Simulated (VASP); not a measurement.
# SnO2 (C2/m) in VASP: notebook, part 2 of 2

VASP 6.6.1. The steps go on from the part before.

## 4. Single point, PBE+D3(BJ)

This run uses another cell than the first one, of 14.50 Å³/atom, 1.051 times its volume.

INCAR

```
PREC = Accurate
ENCUT = 520
EDIFF = 1E-6
ISMEAR = 0
SIGMA = 0.05
LREAL = F
LASPH = T
NELM = 80
ALGO = Normal
ISIF = 2
LWAVE = F
LCHARG = F
GGA = PE
IVDW = 12
NBANDS = 49
```

KPOINTS

```
regular mesh
0
Gamma
  9 9 2
```

POSCAR

```
SnO2
1.0
   -3.2372529198      0.0000000000      0.0000000000
   -1.6186264599     -2.8035432670      0.0000000000
   -2.4279396898     -1.4017716336     14.3754773976
Sn O
3 6
Direct
    0.4427602207      0.4427602207      0.4478128920
    0.9253694939     -0.0746305061      0.1492610123
   -0.0398490525     -0.0398490525      0.7463647718
    0.5575832653      0.5575832653      0.2181668027
    0.5923647189     -0.4076352811      0.8152705622
    0.0749739921      0.0749739921      0.5167186824
    0.3279371760      0.3279371760      0.6774589813
    0.8105464492     -0.1894535508      0.3789071016
    0.2931557224      0.2931557224      0.0803552219
```

Potentials or basis: VASP PAW PBE potentials, release 64 (Sn_d, O).

Launch:

```sh
$ cat potpaw_PBE.64/Sn_d/POTCAR potpaw_PBE.64/O/POTCAR > POTCAR
$ mpirun -np 1 vasp_std > vasp.out
```

OUTCAR:

```text
PREC = Accurate
   ENCUT = 520
   EDIFF = 1E-6
   ISMEAR = 0
   LREAL = F
   LASPH = T
   NELM = 80
   ISIF = 2
   GGA = PE
   IVDW = 12
 IVDW          = 12

 ion  position               nearest neighbor table
   1  0.443  0.443  0.448-   6 2.12   6 2.12   8 2.12   8 2.12   8 2.12   6 2.12
   2  0.925  0.925  0.149-   4 2.12   4 2.12   9 2.12   9 2.12   9 2.12   4 2.12
   3  0.960  0.960  0.746-   5 2.12   5 2.12   7 2.12   5 2.12   7 2.12   7 2.12
   4  0.558  0.558  0.218-   2 2.12   2 2.12   2 2.12
   5  0.592  0.592  0.815-   3 2.12   3 2.12   3 2.12
   6  0.075  0.075  0.517-   1 2.12   1 2.12   1 2.12
   7  0.328  0.328  0.677-   3 2.12   3 2.12   3 2.12
   8  0.811  0.811  0.379-   1 2.12   1 2.12   1 2.12
   9  0.293  0.293  0.080-   2 2.12   2 2.12   2 2.12

  LATTYP: Found a face centered orthorhombic cell.
 ALAT       =     3.2372529198
 B/A-ratio  =     1.7320508076
 C/A-ratio  =     8.8812816013

  Lattice vectors:

 A1 = (  -2.4279396898,  -1.4017716336,  14.3754773976)
 A2 = (  -0.8093132299,   1.4017716334,  14.3754773976)
 A3 = (  -3.2372529198,   0.0000000000,   0.0000000000)

Analysis of symmetry for initial positions (statically):
=====================================================================
 Subroutine PRICEL returns:
 Original cell was already a primitive cell.

 Routine SETGRP: Setting up the symmetry group for a
 face centered orthorhombic supercell.

 Subroutine GETGRP returns: Found  4 space group operations
 (whereof  2 operations were pure point group operations)
 out of a pool of  8 trial point group operations.

The static configuration has the point symmetry C_1h.
 The point group associated with its full space group is C_2h.

Analysis of symmetry for dynamics (positions and initial velocities):
=====================================================================
 Subroutine PRICEL returns:
[... 171 lines left out ...]
   GGA     = PE    functional components
   LHFCALC =     F    Hartree Fock is set to
   AEXX    =    0.0000 exact exchange contribution
   IVDW    =    12    specifies the selected vdW correction
   LEPSILON=     F    determine dielectric tensor
   LRPA    =     F    only Hartree local field effects (RPA)
 non-spin polarized calculation
 Gauss-broadening in eV      SIGMA  =   0.05
  energy-cutoff  :      520.00
  volume of cell :      130.47
 maximum number of plane-waves:      3558
   NGX = 13   NGY = 13   NGZ = 55

 number of electron      78.0000007 magnetization

 Free energy of the ion-electron system (eV)
  ---------------------------------------------------
  ext. energy  EPLUGINS =         0.00000000
  ---------------------------------------------------
  free energy    TOTEN  =       -54.51266821 eV

  energy without entropy =      -54.51266821  energy(sigma->0) =      -54.51266821

 E-fermi :   3.6525     XC(G=0):  -9.9115

 val. band max:        3.3928514421   @ k =  -0.1111   0.1111  -0.0000
 cond. band min:       5.2532350822   @ k =   0.0000   0.0000   0.0000
 fundamental gap:      1.8603836401
 Fermi energy:         3.6525484610

 k-point     1 :       0.0000    0.0000    0.0000
  band No.  band energies     occupation
      1     -16.7295      2.00000
      2     -16.7200      2.00000
      3     -16.7197      2.00000
      4     -16.4827      2.00000
      5     -16.4827      2.00000
      6     -16.4718      2.00000
[... 1237 lines left out ...]
     48      13.8429      0.00000
     49      14.8119      0.00000

 [... further k-points ...]

------------------------ aborting loop because EDIFF is reached ----------------------------------------

 Edisp (eV)   -1.63420

 E8    (eV) :    -0.6482

  FORCE on cell =-STRESS in cart. coord.  units (eV):
  Direction    XX          YY          ZZ          XY          YZ          ZX
  --------------------------------------------------------------------------------------
  -------------------------------------------------------------------------------------
  Total       0.25356     0.24494     0.25040     0.00746     0.00606     0.01049
  in kB       3.11372     3.00790     3.07494     0.09165     0.07437     0.12881
  external pressure =        3.07 kB  Pullay stress =        0.00 kB

 VOLUME and BASIS-vectors are now :
 -----------------------------------------------------------------------------
  energy-cutoff  :      520.00
  volume of cell :      130.47
      direct lattice vectors                 reciprocal lattice vectors
    -3.237252920  0.000000000  0.000000000    -0.308903884  0.178345741 -0.034781454
    -1.618626460 -2.803543267  0.000000000     0.000000000 -0.356691481 -0.034781454
    -2.427939690 -1.401771634 14.375477398     0.000000000  0.000000000  0.069562907

 POSITION                                       TOTAL-FORCE (eV/Angst)
 -----------------------------------------------------------------------------------
     -3.23725     -1.86903      6.43752         0.000000     -0.000000      0.000000
     -4.85588     -2.80354      2.14570        -0.000917     -0.000530      0.120626
     -6.47451     -3.73806     10.72935         0.000917      0.000530     -0.120626
     -3.23725     -1.86903      3.13625         0.000011      0.000007      0.065644
     -4.85588     -2.80354     11.71990        -0.003785     -0.002185      0.259197
     -1.61863     -0.93451      7.42808        -0.000067     -0.000039      0.055208
     -3.23725     -1.86903      9.73880        -0.000011     -0.000007     -0.065644
     -4.85588     -2.80354      5.44697         0.000067      0.000039     -0.055208
     -1.61863     -0.93451      1.15514         0.003785      0.002185     -0.259197
 -----------------------------------------------------------------------------------
    total drift:                               -0.000010     -0.000006     -0.000091

  FREE ENERGIE OF THE ION-ELECTRON SYSTEM (eV)
  ---------------------------------------------------
  free  energy   TOTEN  =       -56.1468730254 eV

  energy  without entropy=      -56.1468730254  energy(sigma->0) =      -56.14687303
```

OSZICAR:

```text
N       E                     dE             d eps       ncg     rms          rms(c)
DAV:   1     0.110057784695E+04    0.11006E+04   -0.37785E+04  5608   0.238E+03
DAV:   2     0.150431122086E+03   -0.95015E+03   -0.89993E+03  5212   0.715E+02
DAV:   3    -0.486313142670E+02   -0.19906E+03   -0.19406E+03  5473   0.250E+02
DAV:   4    -0.630173110778E+02   -0.14386E+02   -0.14224E+02  5875   0.754E+01
DAV:   5    -0.634528297843E+02   -0.43552E+00   -0.43488E+00  5847   0.136E+01    0.185E+01
DAV:   6    -0.543652066309E+02    0.90876E+01   -0.31285E+01  7812   0.689E+01    0.706E+00
DAV:   7    -0.545713529274E+02   -0.20615E+00   -0.36852E+00  5517   0.903E+00    0.400E+00
DAV:   8    -0.545268542523E+02    0.44499E-01   -0.39188E-01  7487   0.486E+00    0.112E+00
DAV:   9    -0.545104612078E+02    0.16393E-01   -0.92856E-02  7781   0.351E+00    0.175E-01
DAV:  10    -0.545123643209E+02   -0.19031E-02   -0.11694E-02  6181   0.993E-01    0.898E-02
DAV:  11    -0.545126369037E+02   -0.27258E-03   -0.11298E-03  7105   0.307E-01    0.244E-02
DAV:  12    -0.545126702282E+02   -0.33325E-04   -0.12232E-04  6726   0.656E-02    0.213E-02
DAV:  13    -0.545126690286E+02    0.11996E-05   -0.16905E-05  6306   0.394E-02    0.646E-03
DAV:  14    -0.545126682093E+02    0.81931E-06   -0.43563E-06  5326   0.162E-02
   1 F= -.56146873E+02 E0= -.56146873E+02  d E =-.145936E-14
```

stdout:

```text
POSCAR found type information on POSCAR SnO
 POSCAR found :  2 types and       9 ions
 scaLAPACK will be used
 LDA part: xc-table for (Slater+PW92), standard interpolation
 -----------------------------------------------------------------------------
|                                                                             |
|           W    W    AA    RRRRR   N    N  II  N    N   GGGG   !!!           |
|           W    W   A  A   R    R  NN   N  II  NN   N  G    G  !!!           |
|           W    W  A    A  R    R  N N  N  II  N N  N  G       !!!           |
|           W WW W  AAAAAA  RRRRR   N  N N  II  N  N N  G  GGG   !            |
|           WW  WW  A    A  R   R   N   NN  II  N   NN  G    G                |
|           W    W  A    A  R    R  N    N  II  N    N   GGGG   !!!           |
|                                                                             |
|     Your reciprocal lattice and k-lattice belong to different lattice       |
|     classes:                                                                |
|                                                                             |
|        The reciprocal lattice is body-centered orthorhombic,                |
|        whereas your k-lattice is base-centered monoclinic.                  |
|                                                                             |
|     Results are often still useful ...                                      |
|                                                                             |
 -----------------------------------------------------------------------------

 POSCAR, INCAR and KPOINTS ok, starting setup
 FFT: planning ... GRIDC
 FFT: planning ... GRID_SOFT
 FFT: planning ... GRID
 WAVECAR not read
 entering main loop
```

It took 4.8 min on 1 thread of Intel Xeon Platinum 8259CL at 2.50GHz (Skylake/Cascade Lake), shared host; peak memory 0.39 GiB.

What came out:

* Free energy: -56.1469 eV
* Pressure: 0.3 GPa
* Largest force: 0.259 eV/Å
* Band gap on the k mesh: 1.86 eV, indirect (least direct gap 1.99 eV)
* Dispersion energy per atom: -0.182 eV

Forces on the atoms (eV/Å):
```
Sn   0.000  0.000  0.000
Sn  -0.001 -0.001  0.121
Sn   0.001  0.001 -0.121
O    0.000  0.000  0.066
O   -0.004 -0.002  0.259
O    0.000  0.000  0.055
O    0.000  0.000 -0.066
O    0.000  0.000 -0.055
O    0.004  0.002 -0.259
```

Levels at points of the mesh, in eV from the valence-band top:
| k point | band 37 | band 38 | band 39 | band 40 | band 41 | band 42 |
| --- | --- | --- | --- | --- | --- | --- |
| (0.00, 0.00, 0.00) | -0.96 | -0.94 | -0.13 | 1.86 | 2.72 | 3.26 |
| (0.00, 0.00, 0.50) | -0.96 | -0.78 | -0.25 | 2.02 | 2.49 | 3.36 |

Caveat: spin-orbit coupling is left out, which moves the levels of the heavy elements.

## 5. Overview

| cell | gap on the mesh (eV) | pressure (GPa) | largest force (eV/Å) |
| --- | --- | --- | --- |
| a = 3.237, b = 3.237, c = 13.721 Å, angles 85.9, 85.9, 60.0°, 9 atoms | 1.77 | 0.3 | 0.26 |
| a = 3.237, b = 3.237, c = 15.059 Å, angles 75.1, 75.1, 60.0°, 9 atoms | 1.86 | 0.3 | 0.26 |
| a = 3.237, b = 3.237, c = 14.646 Å, angles 80.5, 80.5, 60.0°, 9 atoms | 1.86 | 0.3 | 0.26 |

Alike in all rows: task single point; level PBE+D3(BJ); potentials or basis VASP PAW PBE potentials, release 64 (Sn_d, O); no spin polarisation; k mesh 9 × 9 × 2; cutoff (eV) 520; smearing gaussian 0.05 eV.

Caveats: spin-orbit coupling is left out, which moves the levels of the heavy elements.

Absolute energies hang on the potentials; compare differences alone.
